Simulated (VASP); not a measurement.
**BaFe2Se2O: single point with PBE+U**

Crystal: BaFe2Se2O.

```
Ba Fe O Se
1.0
     4.23964    0.00000    0.00000
     0.00000   10.12012    0.00000
     0.00000    0.00000    6.86076
Ba Fe O Se
2 4 2 4
Direct
  0.00055 0.50000 0.50843
  0.50055 0.00000 0.49157
  0.49778 0.33684 0.12815
  0.99778 0.16316 0.87185
  0.49778 0.66316 0.12815
  0.99778 0.83684 0.87185
  0.50266 0.50000 0.27452
  0.00266 0.00000 0.72548
  0.00061 0.20637 0.23920
  0.50061 0.29363 0.76080
  0.00061 0.79363 0.23920
  0.50061 0.70637 0.76080
```

```yaml
Program: VASP 6.6.1
Task: single point
Functional: PBE
Potentials_or_basis: VASP PAW PBE potentials, release 64 (Ba_sv, Fe, O, Se)
Cutoff: 520 eV
k_mesh: 3 × 2 × 2
Occupations: gaussian, width 0.05 eV
Spin: collinear spin, antiferromagnetic start
Starting_moments: "[0.0, 0.0, 4.0, -4.0, 4.0, -4.0, 0.0, 0.0, 0.0, 0.0, 0.0, 0.0] μB"
Hubbard_terms: Fe d U = 4.0 eV
Dipole_correction: no
Further_INCAR_settings: ALGO = Normal; EDIFF = 1e-07; NBANDS = 60
```

The pressure is -0.3 GPa, the largest force is 0.196 eV/Å and the band gap on the k mesh is 1.88 eV (least direct gap 1.96 eV). The net moment is 0.00 μB per cell, the site moments are Ba -0.00, +0.00; Fe +3.62, -3.62 (each value once); O +0.12, -0.12; Se +0.03, -0.03 (each value once) μB and the valence electrons inside the program's atomic spheres are Ba 7.88; Fe 6.76; O 5.01; Se 3.89.

Forces on the atoms (eV/Å):
```
Ba   0.007  0.000  0.091
Ba   0.007  0.000 -0.091
Fe   0.039 -0.073 -0.161
Fe   0.039  0.073  0.161
Fe   0.039  0.073 -0.161
Fe   0.039 -0.073  0.161
O   -0.035  0.000 -0.131
O   -0.035  0.000  0.131
Se  -0.025  0.076 -0.179
Se  -0.025 -0.076  0.179
Se  -0.025 -0.076 -0.179
Se  -0.025  0.076  0.179
```

Stress tensor (GPa, compression positive):
```
 0.03  0.00  0.00
 0.00 -0.39  0.00
 0.00  0.00 -0.62
```

Levels at points of the mesh, in eV from the valence-band top:
Spin up:
| k point | band 41 | band 42 | band 43 | band 44 | band 45 | band 46 | band 47 | band 48 |
| --- | --- | --- | --- | --- | --- | --- | --- | --- |
| (0.00, 0.00, 0.00) | -0.26 | -0.19 | -0.17 | -0.08 | 1.88 | 2.41 | 2.57 | 2.90 |
| (0.00, 0.50, 0.00) | -0.43 | -0.25 | -0.24 | -0.09 | 2.22 | 2.42 | 2.71 | 2.89 |
| (0.00, 0.00, 0.50) | -0.50 | -0.41 | -0.24 | 0.00 | 2.05 | 2.58 | 3.02 | 3.05 |
| (0.00, 0.50, 0.50) | -0.55 | -0.44 | -0.36 | -0.23 | 2.19 | 2.58 | 2.88 | 2.97 |
Spin down:
```tsv
k point	band 41	band 42	band 43	band 44	band 45	band 46	band 47	band 48
(0.00, 0.00, 0.00)	-0.26	-0.19	-0.17	-0.08	1.88	2.41	2.57	2.90
(0.00, 0.50, 0.00)	-0.43	-0.25	-0.24	-0.09	2.22	2.42	2.71	2.89
(0.00, 0.00, 0.50)	-0.50	-0.41	-0.24	0.00	2.05	2.58	3.02	3.05
(0.00, 0.50, 0.50)	-0.55	-0.44	-0.36	-0.23	2.19	2.58	2.88	2.97
```

Eigenvalues of the final occupation matrices:
```
    site  spin  trace               eigenvalues
site 3 d     1   4.82  0.95 0.95 0.97 0.97 0.98
site 3 d     2   1.27  0.04 0.07 0.08 0.15 0.93
site 4 d     1   1.27  0.04 0.07 0.08 0.15 0.93
site 4 d     2   4.82  0.95 0.95 0.97 0.97 0.98
site 5 d     1   4.82  0.95 0.95 0.97 0.97 0.98
site 5 d     2   1.27  0.04 0.07 0.08 0.15 0.93
site 6 d     1   1.27  0.04 0.07 0.08 0.15 0.93
site 6 d     2   4.82  0.95 0.95 0.97 0.97 0.98
```

Wall time 23 min on 1 thread of AMD EPYC 7R13 Processor (Zen 3), on a shared host, peak memory 0.57 GiB.

Caveat: the k points lie up to 0.49 Å⁻¹ apart; spin-orbit coupling is left out, which moves the levels of the heavy elements. The state reached can hang on the start; a lower one may exist.
